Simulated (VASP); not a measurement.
Crystal: TlSn.

```xyz
2
Lattice="3.6147 0.0000 0.0000 0.0000 3.6147 0.0000 0.0000 0.0000 4.3750" Properties=species:S:1:pos:R:3 pbc="T T T"
Tl    0.0000    0.0000    0.0000
Sn    1.8074    1.8074    2.1875
```

| Quantity | Value |
| --- | --- |
| Program | VASP 6.6.1 |
| Task | relaxation of cell and atoms |
| Functional | PBEsol |
| Potentials or basis | VASP PAW PBE potentials, release 64 (Tl_d, Sn_d) |
| Cutoff | 600 eV |
| k mesh | 12 × 12 × 10 |
| Occupations | gaussian, width 0.1 eV |
| Spin | no spin polarisation |

At the start: pressure -1.7 GPa; volume 28.58 Å³/atom.

**Question.** How do energy, volume and symmetry change on relaxing?

**Answer.** Over 20 steps the energy falls by 27.1 meV/atom and the volume is 27.46 Å³/atom (-3.9 %); space group P4/mmm (No. 123, to 0.05 Å).

Step by step:
```
step  energy change (eV)  largest force (eV/Å)  pressure (GPa)  volume (Å³)
   1              0.0000                0.0000           -1.68        57.16
   2             -0.0131                0.0000            0.16        54.71
   3             -0.0131                0.0000            0.02        54.83
   4             -0.0131                0.0000            0.05        54.78
   5             -0.0142                0.0000            0.11        54.78
   6             -0.0177                0.0000            0.15        54.77
   7             -0.0259                0.0000            0.32        54.71
   8             -0.0431                0.0000            0.56        54.45
   9             -0.0435                0.0000            1.54        53.41
  10             -0.0510                0.0000            0.98        53.82
  11             -0.0517                0.0000            0.83        53.99
  12             -0.0522                0.0000            0.58        54.25
  13             -0.0522                0.0000            0.53        54.30
  14             -0.0527                0.0000            0.44        54.38
  15             -0.0537                0.0000            0.27        54.61
  16             -0.0541                0.0000           -0.13        55.06
  17             -0.0542                0.0000           -0.04        54.94
  18             -0.0542                0.0000           -0.04        54.93
  19             -0.0541                0.0000            0.10        54.77
  20             -0.0542                0.0000           -0.01        54.91
```

Final structure:
```yaml
crystal:
  lattice:
    - [3.30663, 0.00000, 0.00000]
    - [0.00000, 3.30663, 0.00000]
    - [0.00000, 0.00000, 5.02242]
  atoms:
    - { symbol: Tl, position: [0.00000, 0.00000, 0.00000] }
    - { symbol: Sn, position: [0.50000, 0.50000, 0.50000] }
```

Caveat: the PAW data sets were made with another functional, which shifts forces and pressure a little.
